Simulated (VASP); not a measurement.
# NiMoIrPdW (P3m1) in VASP: settings compared, part 2 of 2

VASP 6.6.1. Earlier steps stand in the parts before.

## 6. Single point, BLYP, collinear spin, ferromagnetic start

This run uses another cell than the first one, of 16.71 Å³/atom.

File INCAR:

```
AGGAC    = 1.0          
AGGAX    = 1.0          
ALDAC    = 0.0          
ALDAX    = 1.0          
ALGO     = Normal         # electronic algorithm
EDIFF    = 1E-6           # SCF threshold, eV
ENCUT    = 600            # plane-wave cutoff, eV
GGA      = B5             # functional
GGA_COMPAT= F            
ISIF     = 2              # what is computed and relaxed
ISMEAR   = -1             # smearing method
ISPIN    = 2              # spin polarisation
LASPH    = T              # aspherical terms in the spheres
LCHARG   = T              # write CHGCAR
LELF     = T              # ELF
LMAXMIX  = 4              # l up to which the mixer works
LORBIT   = 11             # projections on sites
LREAL    = F              # projectors in reciprocal space
LVHAR    = T            
LWAVE    = F              # write WAVECAR
MAGMOM   = 1 1 0 0.6 0    # initial moments
NBANDS   = 40             # bands
NELM     = 200            # most SCF steps
PREC     = Accurate       # precision mode
SIGMA    = 0.05           # smearing width, eV
```

File KPOINTS:

```
k-points
0
Gamma
  6 6 4
```

File POSCAR:

```
NiMoIrPdW
1.0
    4.1756112100      0.0000029278      0.0000000000
   -2.0878081406      3.6161839203      0.0000000000
    0.0000000000      0.0000000000      5.5339434250
Ni Mo Pd Ir W
1 1 1 1 1
Direct
    0.0000000000      0.0000000000      0.9567762157
    0.6666666667      0.3333333333      0.9648142568
    0.6666666667      0.3333333333      0.4625355350
    0.3333333333      0.6666666667      0.7245541532
    0.3333333333      0.6666666667      0.2357698392
```

Potentials or basis: VASP PAW PBE potentials, release 64 (Ni, Mo_sv, Pd, Ir, W_sv).

Started as:

```sh
> cat potpaw_PBE.64/Ni/POTCAR potpaw_PBE.64/Mo_sv/POTCAR potpaw_PBE.64/Pd/POTCAR potpaw_PBE.64/Ir/POTCAR potpaw_PBE.64/W_sv/POTCAR > POTCAR
> mpirun -np 1 vasp_std > vasp.out
```

OUTCAR:

```text
EDIFF = 1E-6
   ENCUT = 600
   GGA = B5
   ISIF = 2
   ISMEAR = -1
   ISPIN = 2
   LASPH = T
   LORBIT = 11
   LREAL = F
   NELM = 200
   PREC = Accurate

 ion  position               nearest neighbor table
   1  0.000  0.000  0.957-   2 2.41   2 2.41   2 2.41   4 2.73   4 2.73   4 2.73   5 2.86   5 2.86
                             5 2.86
   2  0.667  0.333  0.965-   1 2.41   1 2.41   1 2.41   4 2.75   4 2.75   4 2.75   3 2.75   3 2.78
                             5 2.84   5 2.84   5 2.84
   3  0.667  0.333  0.463-   5 2.72   5 2.72   5 2.72   2 2.75   2 2.78   4 2.81   4 2.81   4 2.81

   4  0.333  0.667  0.725-   5 2.70   1 2.73   1 2.73   1 2.73   2 2.75   2 2.75   2 2.75   3 2.81
                             3 2.81   3 2.81   5 2.83
   5  0.333  0.667  0.236-   4 2.70   3 2.72   3 2.72   3 2.72   4 2.83   2 2.84   2 2.84   2 2.84
                             1 2.86   1 2.86   1 2.86

  LATTYP: Found a hexagonal cell.
 ALAT       =     4.1756112100
 C/A-ratio  =     1.3253014102

  Lattice vectors:

 A1 = (   4.1756112100,   0.0000029278,   0.0000000000)
 A2 = (  -2.0878081406,   3.6161839203,   0.0000000000)
 A3 = (   0.0000000000,   0.0000000000,   5.5339434250)

Analysis of symmetry for initial positions (statically):
=====================================================================
 Subroutine PRICEL returns:
 Original cell was already a primitive cell.

 Routine SETGRP: Setting up the symmetry group for a
 hexagonal supercell.

 Subroutine GETGRP returns: Found  6 space group operations
 (whereof  6 operations were pure point group operations)
 out of a pool of 24 trial point group operations.

The static configuration has the point symmetry C_3v.

Analysis of symmetry for dynamics (positions and initial velocities):
=====================================================================
 Subroutine PRICEL returns:
 Original cell was already a primitive cell.

[... 179 lines left out ...]
 cond. band min:       9.2022902003   @ k =   0.0000   0.3333   0.2500
 fundamental gap:      0.1094639305
 Fermi energy:         9.1259679484

 spin component 1

 k-point     1 :       0.0000    0.0000    0.0000
  band No.  band energies     occupation
      1     -64.7261      1.00000
      2     -51.7205      1.00000
      3     -29.2102      1.00000
      4     -29.1187      1.00000
      5     -29.1187      1.00000
      6     -25.9747      1.00000
[... 1021 lines left out ...]
     39      14.4891      0.00000
     40      20.4835      0.00000
 Fermi energy:         9.1259679484

 spin component 2

 k-point     1 :       0.0000    0.0000    0.0000
  band No.  band energies     occupation
      1     -64.7261      1.00000
      2     -51.7206      1.00000
      3     -29.2102      1.00000
      4     -29.1187      1.00000
      5     -29.1187      1.00000
      6     -25.9748      1.00000
[... 1021 lines left out ...]
     39      14.4891      0.00000
     40      20.4838      0.00000

------------------------ aborting loop because EDIFF is reached ----------------------------------------

  FORCE on cell =-STRESS in cart. coord.  units (eV):
  Direction    XX          YY          ZZ          XY          YZ          ZX
  --------------------------------------------------------------------------------------
  -------------------------------------------------------------------------------------
  Total        0.3792893      0.3792893      0.4712283     -0.0000000     -0.0000000     -0.0000000
  in kB        7.2723650      7.2723650      9.0351728     -0.0000000     -0.0000000     -0.0000000
  external PRESSURE =       7.8599676 kB  Pullay stress =       0.0000000 kB

 VOLUME and BASIS-vectors are now :
 -----------------------------------------------------------------------------
  energy-cutoff  :      600.00
  volume of cell :       83.56
      direct lattice vectors                 reciprocal lattice vectors
     4.175611210  0.000002928  0.000000000     0.239485801  0.138267416  0.000000000
    -2.087808141  3.616183920  0.000000000    -0.000000194  0.276534495  0.000000000
     0.000000000  0.000000000  5.533943425     0.000000000  0.000000000  0.180702968

 POSITION                                       TOTAL-FORCE (eV/Angst)
 -----------------------------------------------------------------------------------
      0.00000      0.00000      5.29475        -0.000000     -0.000000      0.001347
      2.08780      1.20540      5.33923         0.000000      0.000000      0.004200
      2.08780      1.20540      2.55965        -0.000000     -0.000000      0.009054
     -0.00000      2.41079      4.00964        -0.000000     -0.000000      0.006792
     -0.00000      2.41079      1.30474        -0.000000     -0.000000     -0.021393
 -----------------------------------------------------------------------------------
    total drift:                               -0.000002      0.000001     -0.001311

  FREE ENERGIE OF THE ION-ELECTRON SYSTEM (eV)
  ---------------------------------------------------
  free  energy   TOTEN  =       -36.6331998798 eV

  energy  without entropy=      -36.6011291824  energy(sigma->0) =      -36.61716453

 total charge

# of ion       s       p       d       tot
------------------------------------------
    1        0.540   0.488   8.392   9.419
    2        2.371   6.202   3.924  12.497
    3        0.567   0.490   8.472   9.529
    4        0.697   0.497   7.067   8.261
    5        2.390   6.201   3.256  11.846
--------------------------------------------------
tot          6.565  13.878  31.110  51.553

 magnetization (x)

# of ion       s       p       d       tot
------------------------------------------
    1        0.000   0.000   0.000   0.000
    2        0.000   0.000   0.000   0.000
    3       -0.000   0.000  -0.000  -0.000
    4       -0.000   0.000  -0.000  -0.000
    5       -0.000  -0.000  -0.000  -0.000
--------------------------------------------------
tot          0.000   0.000   0.000   0.000
```

Run time: 4.4 min. Hardware: 1 thread of Intel Xeon Platinum 8259CL at 2.50GHz (Skylake/Cascade Lake), shared host; peak memory 0.42 GiB.

Results:

```
Free energy                                           : -36.6332 eV
Pressure                                              : 0.8 GPa
Largest force                                         : 0.021 eV/Å
Net moment                                            : 0.00 μB per cell
Valence electrons inside the program's atomic spheres : Ni 9.42; Mo 12.50; Pd 9.53; Ir 8.26; W 11.85
```

Forces in eV/Å, atoms in the order of the input:
```
Ni   0.000  0.000  0.001
Mo   0.000  0.000  0.004
Pd   0.000  0.000  0.009
Ir   0.000  0.000  0.007
W    0.000  0.000 -0.021
```

Caveat: the PAW data sets were made with another functional, which shifts forces and pressure a little; spin-orbit coupling is left out, which moves the levels of the heavy elements.

## 7. Overview

| level | cell | cutoff (eV) | gap on the mesh (eV) | pressure (GPa) | moment (μB) | largest force (eV/Å) |
| --- | --- | --- | --- | --- | --- | --- |
| PBE | a = 4.171, b = 4.171, c = 5.517 Å, angles 90.0, 90.0, 120.0°, 5 atoms, atomic positions A | 520 | none | -7.9 | 0.00 | 0.15 |
| BLYP | a = 4.117, b = 4.117, c = 5.446 Å, angles 90.0, 90.0, 120.0°, 5 atoms, atomic positions A | 520 | none | 10.7 | 0.00 | 0.30 |
| revPBE | a = 4.132, b = 4.132, c = 5.470 Å, angles 90.0, 90.0, 120.0°, 5 atoms, atomic positions B | 520 | none | 0.2 | 0.00 | 0.01 |
| PBE+D3(BJ) | a = 4.076, b = 4.076, c = 5.408 Å, angles 90.0, 90.0, 120.0°, 5 atoms, atomic positions C | 520 | none | 0.2 | 0.00 | 0.01 |
| BLYP | a = 4.176, b = 4.176, c = 5.534 Å, angles 90.0, 90.0, 120.0°, 5 atoms, atomic positions B | 600 | none | 0.8 | 0.00 | 0.02 |

Alike in all rows: task single point; potentials or basis VASP PAW PBE potentials, release 64 (Ni, Mo_sv, Pd, Ir, W_sv); spin collinear, ferromagnetic start; k mesh 6 × 6 × 4; smearing fermi-dirac 0.05 eV.

Caveats: spin-orbit coupling is left out, which moves the levels of the heavy elements; the PAW data sets were made with another functional, which shifts forces and pressure a little (at least some runs); the cell stands under tension (at least some runs); the cell stands under pressure (at least some runs).

Absolute energies hang on the potentials; compare differences alone.
